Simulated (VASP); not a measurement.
Input of a VASP 6.6.1 run:

Contents of INCAR:

```
SYSTEM = Si2Ag2Pt
PREC = Accurate
ENCUT = 520
EDIFF = 1E-6
ISMEAR = 0
SIGMA = 0.1
LREAL = .FALSE.
LASPH = .TRUE.
NELM = 80
ALGO = Normal
ISIF = 2
LWAVE = .FALSE.
LCHARG = .FALSE.
GGA = PE
NBANDS = 28
```

Contents of KPOINTS:

```
regular mesh
0
G
  4 4 3
  0 0 0
```

The input POSCAR:

```
Si2Ag2Pt
1.0
    0.0000000000      3.9688150000      0.0000001900
    3.9688150000      0.0000000000      0.0000001900
    1.9844077500      1.9844077500     -5.1521178100
Pt Si Ag
1 2 2
Direct
   -0.0044235660     -0.0039813685      0.0246271539
    0.3362556124      0.4280084404      0.2020918744
    0.6229458841      0.5587554394      0.8036206425
    0.7326640475      0.2313456439      0.5023815989
    0.2475287555      0.7575384183      0.5013975391
```

Potentials or basis: VASP PAW PBE potentials, release 64 (Pt, Si, Ag).

The run is started by

```sh
$ cat potpaw_PBE.64/Pt/POTCAR potpaw_PBE.64/Si/POTCAR potpaw_PBE.64/Ag/POTCAR > POTCAR
$ mpirun -np 1 vasp_std > vasp.out
```

**Question.** What does it give for the pressure?

**Answer.** 9.0 GPa.

**Question.** What does it give for the largest force?

**Answer.** 0.676 eV/Å.

**Question.** Predict the band gap on the k mesh.

**Answer.** Zero (band 20 reaches 9.65 eV, above the bottom of band 21 at 8.80 eV).

Stress tensor (GPa, compression positive):
```
 5.34  0.45 -5.07
 0.45  6.23  5.35
-5.07  5.35 15.46
```

Caveat: the k points lie up to 0.42 Å⁻¹ apart; spin-orbit coupling is left out, which moves the levels of the heavy elements.
